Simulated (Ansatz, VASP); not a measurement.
One calculation of SiC, two programs

```
CELL_PARAMETERS angstrom
3.09177 0.00000 0.00000
-1.54588 2.67755 0.00000
0.00000 0.00000 5.07402
ATOMIC_POSITIONS crystal
Si 0.33333 0.66667 0.00456
Si 0.66667 0.33333 0.50456
C 0.33333 0.66667 0.36073
C 0.66667 0.33333 0.88044
```

Alike in both runs: task single point; functional PBE; k mesh 12 × 12 × 6; occupations gaussian, width 0.05 eV; no spin polarisation.

|  | VASP | Ansatz |
| --- | --- | --- |
| version | VASP 6.6.1 | Ansatz 0.2.0 |
| potentials or method | VASP PAW PBE potentials, release 64 (Si, C), cutoff 520 eV | scalar-relativistic, plane waves, PAW |
| valence electrons in the cell | 16 | 16 |

VASP gave:

```
gap on the k mesh at the Fermi level (eV)                     : 1.92
least direct gap on the mesh (eV)                             : 3.81
pressure (GPa)                                                : 0.7
traceless stress, the component that is largest in VASP (GPa) : 4.44
rms of the force components (eV/Å)                            : 0.918
```

Q: What did Ansatz give for the same quantities?

A: gap on the k mesh at the Fermi level (eV): 1.92; least direct gap on the mesh (eV): 3.81; pressure (GPa): 0.8; traceless stress, the component that is largest in VASP (GPa): 4.44; rms of the force components (eV/Å): 0.919.

Atom by atom the forces differ by 0.001 eV/Å (rms over components). The functional is the same, so the differences come from potentials, cutoffs and numerics.
